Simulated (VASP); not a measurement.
**BeTe: single point with HSE06**

Crystal: BeTe.

```xyz
4
Lattice="3.8636 0.0000 0.0000 -1.9318 3.3460 0.0000 0.0000 0.0000 6.0034" Properties=species:S:1:pos:R:3 pbc="T T T"
Be    0.0000    0.0000    0.0000
Be    0.0000    0.0000    3.0017
Te    0.0000    2.2306    1.5009
Te    1.9318    1.1153    4.5026
```

| Item | Value |
| --- | --- |
| Program | VASP 6.6.1 |
| Task | single point |
| Functional | HSE06 |
| Potentials or basis | VASP PAW PBE potentials, release 64 (Be, Te) |
| Cutoff | 520 eV |
| k mesh | 6 × 6 × 2 |
| Occupations | fermi-dirac, width 0.001 eV |
| Spin | no spin polarisation |
| Dipole correction | no |
| Grid for exact exchange (PRECFOCK) | Normal |
| Further INCAR settings | ALGO = Normal; EDIFF = 1e-06; NBANDS = 16 |
| Screening parameter | 0.2079 1/Å |

```json
{
 "Pressure": "-1.3 GPa",
 "Band gap on the k mesh": "zero (band 8 reaches 7.43 eV, above the bottom of band 9 at 6.45 eV)"
}
```

Stress tensor (GPa, compression positive):
```
-1.39  0.00  0.00
 0.00 -1.39  0.00
 0.00  0.00 -1.24
```

Levels at points of the mesh, in eV from the Fermi level:
| k point | band 4 | band 5 | band 6 | band 7 | band 8 | band 9 | band 10 | band 11 | band 12 | band 13 |
| --- | --- | --- | --- | --- | --- | --- | --- | --- | --- | --- |
| (0.00, 0.00, 0.00) | -1.16 | -1.16 | -0.89 | -0.89 | 0.32 | 2.46 | 2.54 | 4.19 | 4.19 | 4.90 |
| (0.50, 0.00, 0.00) | -5.87 | -5.08 | -3.87 | -3.30 | -0.58 | 1.88 | 2.46 | 2.64 | 2.96 | 6.20 |
| (0.00, 0.00, 0.50) | -4.21 | -0.93 | -0.93 | -0.93 | -0.93 | 2.82 | 2.82 | 3.78 | 3.78 | 3.78 |
| (0.50, 0.00, 0.50) | -7.43 | -2.75 | -2.75 | -2.36 | -2.36 | 1.64 | 1.64 | 3.54 | 3.54 | 6.36 |

Wall time 17 min on 1 thread of Intel(R) Xeon(R) Platinum 8375C CPU @ 2.90GHz (Ice Lake), on a shared host, peak memory 0.32 GiB.

Caveat: the k points lie up to 0.52 Å⁻¹ apart; the PAW data sets were made with another functional, which shifts forces and pressure a little; spin-orbit coupling is left out, which moves the levels of the heavy elements.
